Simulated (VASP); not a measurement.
Here is a VASP 6.6.1 calculation.

INCAR

```
PREC = Accurate
ENCUT = 520
EDIFF = 1E-7
ISMEAR = -1
SIGMA = 0.08
LREAL = F
LASPH = T
NELM = 100
ALGO = Normal
ISIF = 2
LWAVE = F
LCHARG = F
GGA = PE
NBANDS = 12
```

The input KPOINTS:

```
regular mesh
0
Gamma
  12 12 12
```

POSCAR

```
Tl
1.0
    3.2516032972      0.0000000000      0.0000000000
    0.0000000000      3.2516032972      0.0000000000
    0.0000000000      0.0000000000      3.2516032972
Tl
1
Direct
    0.0000000000      0.0000000000      0.0000000000
```

Potentials or basis: VASP PAW PBE potentials, release 64 (Tl_d).

Command:

```sh
$ cat potpaw_PBE.64/Tl_d/POTCAR > POTCAR
$ mpirun -np 1 vasp_std > vasp.out
```

Question: Predict the band gap on the k mesh.

Answer: Zero (an odd number of electrons rules out a gap without spin polarisation).

Question: Predict the pressure.

Answer: -0.1 GPa.

Caveat: spin-orbit coupling is left out, which moves the levels of the heavy elements.
